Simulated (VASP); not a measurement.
Sn4F:

```
Sn F
1.0
     5.29064    0.00000    0.00000
     0.00000    5.29064    0.00000
     0.00000    0.00000    5.29064
Sn F
4 1
Direct
  0.00000 0.50000 0.50000
  0.50000 0.00000 0.50000
  0.50000 0.50000 0.00000
  0.00000 0.00000 0.00000
  0.50000 0.50000 0.50000
```

| Property | Result |
| --- | --- |
| Program | VASP 6.6.1 |
| Task | relaxation of cell and atoms |
| Functional | PBE |
| Potentials or basis | VASP PAW PBE potentials, release 64 (Sn_d, F) |
| Cutoff | 600 eV |
| k mesh | 4 × 4 × 4 |
| Occupations | gaussian, width 0.1 eV |
| Spin | no spin polarisation |

At the start: pressure -5.0 GPa; volume 29.62 Å³/atom.

Question: Where does the relaxation end?

Answer: Over 3 steps the energy falls by 71.0 meV/atom and the volume is 25.58 Å³/atom (-13.6 %); space group Pm-3m (No. 221, to 0.05 Å).

The path:
```csv
step,energy change (eV),largest force (eV/Å),pressure (GPa),volume (Å³)
1,0.0000,0.0000,-4.96,148.09
2,-0.3525,0.0000,-0.51,129.31
3,-0.3549,0.0000,-0.02,127.89
```

Final structure:
```
Sn F
1.0
     5.03828    0.00000    0.00000
     0.00000    5.03828    0.00000
     0.00000    0.00000    5.03828
Sn F
4 1
Cartesian
  0.0000 2.5191 2.5191
  2.5191 0.0000 2.5191
  2.5191 2.5191 0.0000
  0.0000 0.0000 0.0000
  2.5191 2.5191 2.5191
```

Caveat: an odd number of electrons without spin polarisation forces a metal; a magnetic or distorted state may lie lower.
